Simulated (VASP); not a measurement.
A run of VASP 6.6.1:

Contents of INCAR:

```
  PREC = Accurate
  ENCUT = 600
  EDIFF = 1E-6
  ISMEAR = 0
  SIGMA = 0.1
  LREAL = F
  LASPH = T
  NELM = 60
  ALGO = Fast
  ISIF = 3
  LWAVE = F
  LCHARG = F
  GGA = PS
  IBRION = 2
  NSW = 100
  EDIFFG = -0.01
```

File KPOINTS:

```
Automatic mesh
0
Gamma
  14 14 14
```

File POSCAR:

```
Sn
1.0
    0.0000000000      3.2849869970      3.2849869970
    3.2849869970      0.0000000000      3.2849869970
    3.2849869970      3.2849869970      0.0000000000
Sn
2
Direct
    0.0000000000      0.0000000000      0.0000000000
    0.2500000000      0.2500000000      0.2500000000
```

Potentials or basis: VASP PAW PBE potentials, release 64 (Sn_d).

Run with:

```sh
$ cat potpaw_PBE.64/Sn_d/POTCAR > POTCAR
$ mpirun -np 1 vasp_std > vasp.out
```

Hardware: 1 thread of Oxide Virtual Turin-like Processor (shared host).

Q: Estimate the wall time of this run.

A: Wall time 13 min on 1 thread of Oxide Virtual Turin-like Processor, on a shared host, peak memory 0.3 GiB. Counts: scf iterations 29, k points 104, ion steps 3.
